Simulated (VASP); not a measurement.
# Ba2SrRe (P-6m2) in VASP: a series of runs

Ba2SrRe is run at these levels: PBE; tasks: single point, relaxation of cell and atoms.

All numbers are computed with VASP 6.6.1; they aren't measurements. Logs are shortened: lines on timing, memory, paths and dates and some standing lists are left out, and cuts for length are marked.

## 1. The cell of the first run

It takes space group P-6m2 (No. 187, hexagonal). Conventional cell: a = 4.017 Å, b = 4.017 Å, c = 12.000 Å, α = 90.00°, β = 90.00°, γ = 120.00°. Within 4.3 Å of Ba (site symmetry 3m) lie 3 Re at 3.15 Å and 7 Ba at 4.02 to 4.26 Å. Sr (site symmetry -6m2) has 6 Sr at 4.02 Å and 6 Ba at 4.51 Å within 5.3 Å. Within 4.1 Å of Re (site symmetry -6m2) lie 6 Ba at 3.15 Å and 6 Re at 4.02 Å.

The cell was built from a structure type or drawn by symmetry, and may not be a known phase.

## 2. Single point, PBE

The input, INCAR:

```
PREC = Accurate
ENCUT = 520
EDIFF = 1E-7
ISMEAR = 0
SIGMA = 0.1
LREAL = F
LASPH = T
NELM = 80
ALGO = Normal
ISIF = 2
LWAVE = F
LCHARG = F
GGA = PE
NBANDS = 26
```

The input, KPOINTS:

```
Automatic mesh
0
Gamma
  6 6 2
```

The input, POSCAR:

```
Ba2SrRe
1.0
    4.0174509325     -0.0000000027      0.0000000000
   -2.0087254639      3.4792145674      0.0000000000
    0.0000000000      0.0000000000     12.0001137137
Ba Sr Re
2 1 1
Direct
    0.3333333333      0.6666666667      0.3225258172
    0.3333333333      0.6666666667      0.6774741828
    0.0000000000      0.0000000000      0.0000000000
    0.0000000000      0.0000000000      0.5000000000
```

Potentials or basis: VASP PAW PBE potentials, release 64 (Ba_sv, Sr_sv, Re).

Started as:

```bash
$ cat potpaw_PBE.64/Ba_sv/POTCAR potpaw_PBE.64/Sr_sv/POTCAR potpaw_PBE.64/Re/POTCAR > POTCAR
$ mpirun -np 1 vasp_std > vasp.out
```

OUTCAR:

```text
PREC = Accurate
   ENCUT = 520
   EDIFF = 1E-7
   ISMEAR = 0
   LREAL = F
   LASPH = T
   NELM = 80
   ISIF = 2
   GGA = PE

 ion  position               nearest neighbor table
   1  0.333  0.667  0.323-   4 3.15   4 3.15   4 3.15   2 4.26   3 4.51   3 4.51   3 4.51
   2  0.333  0.667  0.677-   4 3.15   4 3.15   4 3.15   1 4.26   3 4.51   3 4.51   3 4.51
   3  0.000  0.000  0.000-   1 4.51   2 4.51   1 4.51   2 4.51   1 4.51   2 4.51
   4  0.000  0.000  0.500-   1 3.15   2 3.15   1 3.15   2 3.15   1 3.15   2 3.15

  LATTYP: Found a hexagonal cell.
 ALAT       =     4.0174509325
 C/A-ratio  =     2.9869969579

  Lattice vectors:

 A1 = (   4.0174509325,  -0.0000000027,   0.0000000000)
 A2 = (  -2.0087254639,   3.4792145674,   0.0000000000)
 A3 = (   0.0000000000,   0.0000000000,  12.0001137137)

Analysis of symmetry for initial positions (statically):
=====================================================================
 Subroutine PRICEL returns:
 Original cell was already a primitive cell.

 Routine SETGRP: Setting up the symmetry group for a
 hexagonal supercell.

 Subroutine GETGRP returns: Found 12 space group operations
 (whereof 12 operations were pure point group operations)
 out of a pool of 24 trial point group operations.

The static configuration has the point symmetry D_3h.

Analysis of symmetry for dynamics (positions and initial velocities):
=====================================================================
 Subroutine PRICEL returns:
 Original cell was already a primitive cell.

 Routine SETGRP: Setting up the symmetry group for a
 hexagonal supercell.

 Subroutine GETGRP returns: Found 12 space group operations
 (whereof 12 operations were pure point group operations)
 out of a pool of 24 trial point group operations.

The dynamic configuration has the point symmetry D_3h.

 Subroutine INISYM returns: Found 12 space group operations
 (whereof 12 operations are pure point group operations),
 and found     1 'primitive' translations

----------------------------------------------------------------------------------------

                                     Primitive cell

  volume of cell :     167.7325

  direct lattice vectors                    reciprocal lattice vectors
     4.017450933 -0.000000003  0.000000000     0.248914055  0.143710596  0.000000000
    -2.008725464  3.479214567  0.000000000     0.000000000  0.287421193  0.000000000
     0.000000000  0.000000000 12.000113714     0.000000000  0.000000000  0.083332544

  length of vectors
     4.017450933  4.017450933 12.000113714     0.287421193  0.287421193  0.083332544

  position of ions in fractional coordinates (direct lattice)
     0.333333333  0.666666667  0.322525817
     0.333333333  0.666666667  0.677474183
     0.000000000  0.000000000  0.000000000
     0.000000000  0.000000000  0.500000000

  ion indices of the primitive-cell ions
   primitive index   ion index
                 1           1
                 2           2
                 3           3
                 4           4

----------------------------------------------------------------------------------------

 KPOINTS: Automatic mesh

Automatic generation of k-mesh.
 Grid dimensions read from file:
 generate k-points for:    6    6    2

 Generating k-lattice:

  Cartesian coordinates                     Fractional coordinates (reciprocal lattice)
     0.041485676  0.023951766  0.000000000     0.166666667  0.000000000  0.000000000
     0.000000000  0.047903532  0.000000000    -0.000000000  0.166666667  0.000000000
     0.000000000  0.000000000  0.041666272     0.000000000  0.000000000  0.500000000

  Length of vectors
     0.047903532  0.047903532  0.041666272

  Shift w.r.t. Gamma in fractional coordinates (k-lattice)
     0.000000000  0.000000000  0.000000000

 Subroutine IBZKPT returns following result:
 ===========================================

 Found     14 irreducible k-points:

 Following reciprocal coordinates:
            Coordinates               Weight
  0.000000  0.000000  0.000000      1.000000
  0.166667  0.000000  0.000000      6.000000
  0.333333  0.000000  0.000000      6.000000
  0.500000  0.000000  0.000000      3.000000
  0.166667  0.166667  0.000000      6.000000
  0.333333  0.166667  0.000000     12.000000
  0.333333  0.333333  0.000000      2.000000
  0.000000  0.000000  0.500000      1.000000
  0.166667  0.000000  0.500000      6.000000
  0.333333  0.000000  0.500000      6.000000
  0.500000  0.000000  0.500000      3.000000
  0.166667  0.166667  0.500000      6.000000
  0.333333  0.166667  0.500000     12.000000
  0.333333  0.333333  0.500000      2.000000
   k-points           NKPTS =     14   k-points in BZ     NKDIM =     14   number of bands    NBANDS=     26
   number of dos      NEDOS =    301   number of ions     NIONS =      4
   total plane-waves  NPLWV =  81000
   dimension x,y,z NGX =    30 NGY =   30 NGZ =   90
   dimension x,y,z NGXF=    60 NGYF=   60 NGZF=  180
   ions per type =               2   1   1
   NGX,Y,Z   is equivalent  to a cutoff of  12.41, 12.41, 12.47 a.u.
   NGXF,Y,Z  is equivalent  to a cutoff of  24.83, 24.83, 24.94 a.u.
 SYSTEM =  unknown system
   PREC   = accura    normal or accurate (medium, high low for compatibility)
   ISTART =      0    job   : 0-new  1-cont  2-samecut
   ICHARG =      2    charge: 1-file 2-atom 10-const
   ISPIN  =      1    spin polarized calculation?
   LNONCOLLINEAR =      F non collinear calculations
   LSORBIT =      F    spin-orbit coupling
   LASPH  =      T    aspherical Exc in radial PAW
   ENCUT  =  520.0 eV  38.22 Ry    6.18 a.u.   7.47  7.47 22.31*2*pi/ulx,y,z
   NELM   =     80;   NELMIN=  2; NELMDL= -5     # of ELM steps
   EDIFF  = 0.1E-06   stopping-criterion for ELM
   LREAL  =      F    real-space projection
   EDIFFG = 0.1E-05   stopping-criterion for IOM
   NSW    =      0    number of steps for IOM
   IBRION =     -1    ionic relax: 0-MD 1-quasi-New 2-CG
   NFREE  =      0    steps in history (QN), initial steepest desc. (CG)
   ISIF   =      2    stress and relaxation
   ISYM   =      2    0-nonsym 1-usesym 2-fastsym
   POTIM  = 0.5000    time-step for ionic-motion
   TEBEG  =    0.0;   TEEND  =   0.0 temperature during run
   PSTRESS=    0.0 pullay stress
   NELECT =      37.0000    total number of electrons
   NUPDOWN=      -1.0000    fix difference up-down
   EMIN   =  10.00;   EMAX   =-10.00  energy-range for DOS
   EFERMI =   0.00;   METHOD = LEGACY
   ISMEAR =     0;   SIGMA  =   0.10  broadening in eV -4-tet -1-fermi 0-gaus
   EFERMI_NEDOS =   21; number of points for ismear=-14 and -15
   IALGO  =     38    algorithm
   IMIX   =      4    mixing-type and parameters
     AMIX     =   0.40;   BMIX     =  1.00
     AMIX_MAG =   1.60;   BMIX_MAG =  1.00
  volume/ion in A,a.u.               =      41.93       282.98
  Fermi-wavevector in a.u.,A,eV,Ry     =   0.989167  1.869255 13.312643  0.978452
  Thomas-Fermi vector in A             =   2.120746
   LORBIT       =      0    0 simple, 1 ext, 2 COOP (PROOUT), +10 PAW based schemes
   GGA     = PE    functional components
   LHFCALC =     F    Hartree Fock is set to
   AEXX    =    0.0000 exact exchange contribution
   IVDW    =     0    specifies the selected vdW correction
   LEPSILON=     F    determine dielectric tensor
   LRPA    =     F    only Hartree local field effects (RPA)
 non-spin polarized calculation
 Gauss-broadening in eV      SIGMA  =   0.10
  energy-cutoff  :      520.00
  volume of cell :      167.73
 maximum number of plane-waves:      4542
 NGX is ok and might be reduce to    30
   NGX = 15   NGY = 15   NGZ = 45

 number of electron      37.0000000 magnetization

 Free energy of the ion-electron system (eV)
  ---------------------------------------------------
  ext. energy  EPLUGINS =         0.00000000
  ---------------------------------------------------
  free energy    TOTEN  =       -13.73084375 eV

  energy without entropy =      -13.69719761  energy(sigma->0) =      -13.71402068

 E-fermi :   2.3403     XC(G=0):  -8.4398

 val. band max:        2.3294284407   @ k =   0.1667   0.0000   0.5000
 cond. band min:       2.3572410046   @ k =   0.1667   0.1667   0.0000
 fundamental gap:      0.0278125639
 Fermi energy:         2.3403022021

 k-point     1 :       0.0000    0.0000    0.0000
  band No.  band energies     occupation
      1     -34.3057      2.00000
      2     -25.3318      2.00000
      3     -25.3105      2.00000
      4     -16.3360      2.00000
      5     -16.1522      2.00000
      6     -16.1522      2.00000
[... 18 lines left out ...]
     25       4.9394      0.00000
     26       5.0817      0.00000

 k-point     2 :       0.1667    0.0000    0.0000
  band No.  band energies     occupation
      1     -34.3004      2.00000
      2     -25.3044      2.00000
      3     -25.2857      2.00000
      4     -16.3260      2.00000
      5     -16.2221      2.00000
      6     -16.1684      2.00000
[... 18 lines left out ...]
     25       5.0248      0.00000
     26       5.2712      0.00000

 k-point     3 :       0.3333    0.0000    0.0000
  band No.  band energies     occupation
      1     -34.2899      2.00000
      2     -25.2488      2.00000
      3     -25.2354      2.00000
      4     -16.3580      2.00000
      5     -16.3058      2.00000
      6     -16.2004      2.00000
[... 18 lines left out ...]
     25       4.3006      0.00000
     26       5.7670      0.00000

 k-point     4 :       0.5000    0.0000    0.0000
  band No.  band energies     occupation
      1     -34.2846      2.00000
      2     -25.2205      2.00000
      3     -25.2099      2.00000
      4     -16.4242      2.00000
      5     -16.2957      2.00000
      6     -16.2162      2.00000
[... 18 lines left out ...]
     25       4.1009      0.00000
     26       5.2781      0.00000
[... 206 lines left out ...]
      1     -34.2925      2.00000
      2     -25.2628      2.00000
      3     -25.2481      2.00000
      4     -16.3115      2.00000
      5     -16.3109      2.00000
      6     -16.2059      2.00000
[... 18 lines left out ...]
     25       4.6878      0.00000
     26       4.7168      0.00000

 k-point    13 :       0.3333    0.1667    0.5000
  band No.  band energies     occupation
      1     -34.2846      2.00000
      2     -25.2206      2.00000
      3     -25.2099      2.00000
      4     -16.3898      2.00000
      5     -16.2957      2.00000
      6     -16.2523      2.00000
[... 18 lines left out ...]
     25       4.3078      0.00000
     26       4.5568      0.00000

 k-point    14 :       0.3333    0.3333    0.5000
  band No.  band energies     occupation
      1     -34.2819      2.00000
      2     -25.2065      2.00000
      3     -25.1971      2.00000
      4     -16.3429      2.00000
      5     -16.3418      2.00000
      6     -16.2906      2.00000
[... 18 lines left out ...]
     25       4.4241      0.00000
     26       4.7287      0.00000

------------------------ aborting loop because EDIFF is reached ----------------------------------------

  FORCE on cell =-STRESS in cart. coord.  units (eV):
  Direction    XX          YY          ZZ          XY          YZ          ZX
  --------------------------------------------------------------------------------------
  -------------------------------------------------------------------------------------
  Total        0.3238203      0.3238203      0.7850154      0.0000000      0.0000000      0.0000000
  in kB        3.0931251      3.0931251      7.4984521      0.0000000      0.0000000      0.0000000
  external PRESSURE =       4.5615675 kB  Pullay stress =       0.0000000 kB

 VOLUME and BASIS-vectors are now :
 -----------------------------------------------------------------------------
  energy-cutoff  :      520.00
  volume of cell :      167.73
      direct lattice vectors                 reciprocal lattice vectors
     4.017450933 -0.000000003  0.000000000     0.248914055  0.143710596  0.000000000
    -2.008725464  3.479214567  0.000000000     0.000000000  0.287421193  0.000000000
     0.000000000  0.000000000 12.000113714     0.000000000  0.000000000  0.083332544

 POSITION                                       TOTAL-FORCE (eV/Angst)
 -----------------------------------------------------------------------------------
      0.00000      2.31948      3.87035         0.000000     -0.000000     -0.170761
      0.00000      2.31948      8.12977         0.000000      0.000000      0.170761
      0.00000      0.00000      0.00000        -0.000000      0.000000     -0.000000
      0.00000      0.00000      6.00006        -0.000000      0.000000     -0.000000
 -----------------------------------------------------------------------------------
    total drift:                                0.000000     -0.000000     -0.000000

  FREE ENERGIE OF THE ION-ELECTRON SYSTEM (eV)
  ---------------------------------------------------
  free  energy   TOTEN  =       -13.7308437456 eV

  energy  without entropy=      -13.6971976117  energy(sigma->0) =      -13.71402068
```

Run time: 71 s. Hardware: 1 thread of Intel Xeon 6975P-C (Granite Rapids), shared host; peak memory 0.29 GiB.

Results:

| Property | Result |
| --- | --- |
| Free energy | -13.7308 eV |
| Pressure | 0.5 GPa |
| Largest force | 0.171 eV/Å |
| Band gap on the k mesh | zero (an odd number of electrons rules out a gap without spin polarisation) |

Forces on the atoms (eV/Å):
```
Ba   0.000  0.000 -0.171
Ba   0.000  0.000  0.171
Sr   0.000  0.000  0.000
Re   0.000  0.000  0.000
```

Stress tensor (GPa, compression positive):
```
0.31 0.00 0.00
0.00 0.31 0.00
0.00 0.00 0.75
```

Caveat: spin-orbit coupling is left out, which moves the levels of the heavy elements.

(Continued in part 2 of 2.)
